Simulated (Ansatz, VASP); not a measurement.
**Two plane-wave programs on MoSe**

```
Mo Se
1.0
     3.34334    0.00000    0.00000
     0.00000    3.34334    0.00000
     0.00000    0.00000    3.34334
Mo Se
1 1
Direct
  0.00000 0.00000 0.00000
  0.50000 0.50000 0.50000
```

Alike in both runs: task single point; functional PBE; k mesh 14 × 14 × 14; occupations gaussian, width 0.1 eV; no spin polarisation.

|  | VASP | Ansatz |
| --- | --- | --- |
| version | VASP 6.6.1 | Ansatz 0.2.0 |
| potentials or method | VASP PAW PBE potentials, release 64 (Mo_sv, Se), cutoff 520 eV | scalar-relativistic, plane waves, PAW |
| valence electrons in the cell | 20 | 30 |

```csv
,VASP,Ansatz,Ansatz less VASP
gap on the k mesh at the Fermi level (eV),none,none,-
pressure (GPa),-21.0,-21.1,-0.13
```

A gap of «none» marks a metal or a gap that the smearing closes. VASP's potentials hold 20 valence electrons a cell and Ansatz's 30, so a difference there can come from the potentials and not from the codes.
